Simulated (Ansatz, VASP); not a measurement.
**One calculation of InSb3, two programs**

INCAR

```
SYSTEM = InSb3
PREC     = Accurate       ! precision mode
ENCUT    = 520            ! plane-wave cutoff, eV
EDIFF    = 1E-7           ! SCF threshold, eV
ISMEAR   = 0              ! smearing method
SIGMA    = 0.15           ! smearing width, eV
LREAL    = .False.        ! projectors in reciprocal space
LASPH    = .True.         ! aspherical terms in the spheres
NELM     = 60             ! most SCF steps
ALGO     = Normal         ! electronic algorithm
ISIF     = 2              ! what is computed and relaxed
LWAVE    = .False.        ! write WAVECAR
LCHARG   = .True.         ! write CHGCAR
GGA      = PS             ! functional
LELF     = .True.         ! ELF
LVHAR    = .True.       
NBANDS   = 22             ! bands
```

File KPOINTS:

```
Automatic mesh
0
Gamma
  10 10 10
  0 0 0
```

POSCAR

```
InSb3
1.0
    4.7282366893      0.0000000000      0.0000000000
    0.0000000000      4.7282366893      0.0000000000
    0.0000000000      0.0000000000      4.7282366893
In Sb
1 3
Direct
   -0.0122106888     -0.0122106888     -0.0122106888
    0.5000000000      0.0000000000      0.5000000000
    0.0000000000      0.5000000000      0.5000000000
    0.5000000000      0.5000000000      0.0000000000
```

Input for Ansatz:

```yaml
crystal:
  lattice:
    - [4.7282366893, 0.0, 0.0]
    - [0.0, 4.7282366893, 0.0]
    - [0.0, 0.0, 4.7282366893]
  atoms:
    - { symbol: In, position: [-0.0122106888, -0.0122106888, -0.0122106888] }
    - { symbol: Sb, position: [0.5, 0.0, 0.5] }
    - { symbol: Sb, position: [0.0, 0.5, 0.5] }
    - { symbol: Sb, position: [0.5, 0.5, 0.0] }
basis:
  ecutwfc: 420
kpoints:
  mp_grid: { grid: [10, 10, 10] }
hamiltonian:
  xc: pbesol
scf:
  occupations: { method: gaussian, width: 0.15 }
output:
  forces: true
  stress: true
  eigenvalues: true
  write_density: true
  write_potential: true
  elf: true
  volumetric_format: npy
```

Alike in both runs: task single point; functional PBEsol; k mesh 10 × 10 × 10; occupations gaussian, width 0.15 eV; no spin polarisation.

|  | VASP | Ansatz |
| --- | --- | --- |
| version | VASP 6.6.1 | Ansatz 0.2.0 |
| potentials or method | VASP PAW PBE potentials, release 64 (In_d, Sb), cutoff 520 eV | scalar-relativistic, plane waves, PAW |
| valence electrons in the cell | 28 | 58 |

```csv
,VASP,Ansatz,Ansatz less VASP
gap on the k mesh at the Fermi level (eV),none,none,-
pressure (GPa),0.1,0.1,0.00
rms of the force components (eV/Å),0.074,0.074,-0.0006
```

VASP's potentials were made for PBE, not for PBEsol. Atom by atom the forces differ by 0.001 eV/Å (rms over components). A gap of «none» marks a metal or a gap that the smearing closes. With one functional, cell and mesh, what is left measures potentials, basis and numerics. VASP's potentials hold 28 valence electrons a cell and Ansatz's 58, so a difference there can come from the potentials and not from the codes.

Spin-orbit coupling is off throughout.
